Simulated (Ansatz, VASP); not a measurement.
**Nb in VASP and in Ansatz**

Contents of POSCAR:

```
Nb
1.0
    2.7196400000      0.0000000000      0.0000000000
    0.0000000000      2.7196400000      0.0000000000
    0.0000000000      0.0000000000      2.7196400000
Nb
1
Direct
    0.5000000000      0.5000000000      0.5000000000
```

Contents of INCAR.step1:

```
PREC = Accurate
ENCUT = 600
EDIFF = 1E-5
ISMEAR = -1
SIGMA = 0.05
LREAL = F
LASPH = T
NELM = 60
ALGO = Normal
LWAVE = T
LCHARG = F
GGA = PE
NBANDS = 12
```

The input INCAR.step2:

```
PREC = Accurate
ENCUT = 600
EDIFF = 1E-6
ISMEAR = -1
SIGMA = 0.05
LREAL = F
LASPH = T
NELM = 60
ALGO = Normal
ISIF = 3
LWAVE = F
LCHARG = F
GGA = PE
LHFCALC = T
AEXX = 0.25
HFSCREEN = 0.3
PRECFOCK = Normal
IBRION = 2
NSW = 60
EDIFFG = -0.01
ISTART = 1
```

Contents of KPOINTS:

```
Automatic mesh
0
Gamma
  5 5 5
```

input

```
crystal:
  lattice:
    - [2.71964, 0.0, 0.0]
    - [0.0, 2.71964, 0.0]
    - [0.0, 0.0, 2.71964]
  atoms:
    - { symbol: Nb, position: [0.5, 0.5, 0.5] }
hamiltonian:
  xc: { exchange: pbe, correlation: pbe, exx: { coeff: 0.25, omega: 0.3 } }
  pseudopotentials: { kind: paw }
kpoints:
  mp_grid: { grid: [5, 5, 5] }
scf:
  occupations: { method: fermi_dirac, width: 0.05 }
output:
  forces: true
  stress: true
  eigenvalues: true
relax:
  f_tol: 0.01
  max_steps: 40
  cell: { stress_tol: 0.05 }
```

Alike in both runs: task relaxation of cell and atoms; functional PBE-based screened hybrid; k mesh 5 × 5 × 5; occupations fermi-dirac, width 0.05 eV; no spin polarisation.

|  | VASP | Ansatz |
| --- | --- | --- |
| version | VASP 6.6.1 | Ansatz 0.2.0 |
| potentials or method | VASP PAW PBE potentials, release 64 (Nb_sv) | Ansatz PAW |
| plane-wave cutoff (eV) | 600 | 420 |
| valence electrons in the cell | 13 | 13 |

VASP gave:

```
gap on the k mesh at the Fermi level, each at its own relaxed structure (eV) : none
relaxed volume (Å³/atom)                                                     : 20.86
relaxed cell length with the largest relative difference (Å)                 : 2.753
```

Problem. What did Ansatz give for the same quantities?

Solution. gap on the k mesh at the Fermi level, each at its own relaxed structure (eV): none; relaxed volume (Å³/atom): 20.89; relaxed cell length with the largest relative difference (Å): 2.754.

VASP's potentials were made for PBE, not for PBE-based screened hybrid. A gap of «none» marks a metal or a gap that the smearing closes.

The k mesh is coarse, so the values compare programs but aren't converged. Noted on Ansatz's run: the plane-wave basis is chosen anew once the cell has moved, so the energies of steps on either side of that aren't comparable.
